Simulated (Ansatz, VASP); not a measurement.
## NaCl in VASP and in Ansatz

```
Na Cl
1.0
     0.00000    2.80270    2.80270
     2.80270    0.00000    2.80270
     2.80270    2.80270    0.00000
Na Cl
1 1
Cartesian
  0.0000 0.0000 0.0000
  2.8027 2.8027 2.8027
```

Alike in both runs: task single point; functional PBE-based global hybrid; k mesh 4 × 4 × 4; no spin polarisation.

|  | VASP | Ansatz |
| --- | --- | --- |
| version | VASP 6.6.1 | Ansatz 0.2.0 |
| potentials or method | VASP PAW PBE potentials, release 64 (Na_pv, Cl) | plane waves |
| plane-wave cutoff (eV) | 520 | 420 |
| occupations | gaussian, width 0.01 eV | fixed |
| valence electrons in the cell | 14 | 16 |

```csv
,VASP,Ansatz,Ansatz less VASP
gap on the k mesh at the Fermi level (eV),8.16,8.14,-0.016
pressure (GPa),0.3,0.4,+0.06
```

VASP's potentials were made for PBE, not for PBE-based global hybrid. VASP's potentials hold 14 valence electrons a cell and Ansatz's 16, so a difference there can come from the potentials and not from the codes. Ansatz's warnings: stress exchange threshold loose, stress scf threshold loose.

The k mesh is coarse, so the values compare programs but aren't converged.
